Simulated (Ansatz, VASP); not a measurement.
# HfSi4: VASP beside Ansatz

```
CELL_PARAMETERS angstrom
0.00000 4.70241 4.70241
4.70241 0.00000 4.70241
4.70241 4.70241 0.00000
ATOMIC_POSITIONS crystal
Hf 0.50000 0.50000 0.50000
Hf 0.75000 0.75000 0.75000
Si 0.91005 0.91005 0.91005
Si 0.91005 0.91005 0.26986
Si 0.91005 0.26986 0.91005
Si 0.33995 0.33995 0.98014
Si 0.33995 0.33995 0.33995
Si 0.26986 0.91005 0.91005
Si 0.33995 0.98014 0.33995
Si 0.98014 0.33995 0.33995
```

Change from the starting cell: species swapped into the Ba4Rh type (Fd-3m, No. 227).

Alike in both runs: functional PBE; k mesh 8 × 8 × 8; occupations gaussian, width 0.1 eV; no spin polarisation.

Ansatz relaxed the structure, and its values are those at the end. VASP's run is a single point on that final structure, the one shown.

```csv
,VASP,Ansatz
version,VASP 6.6.1,Ansatz 0.2.0
potentials or method,"VASP PAW PBE potentials, release 64 (Hf_pv, Si), cutoff 520 eV","scalar-relativistic, plane waves, PAW"
valence electrons in the cell,52,84
```

|  | VASP | Ansatz | Ansatz less VASP |
| --- | --- | --- | --- |
| gap on the k mesh at the Fermi level (eV) | none | none | - |
| pressure (GPa) | -0.1 | 0.0 | +0.11 |
| rms of the force components (eV/Å) | 0.008 | 0.003 | -0.0049 |

A gap of «none» marks a metal or a gap that the smearing closes. VASP's potentials hold 52 valence electrons a cell and Ansatz's 84, so a difference there can come from the potentials and not from the codes.

Neither program's run includes spin-orbit coupling.
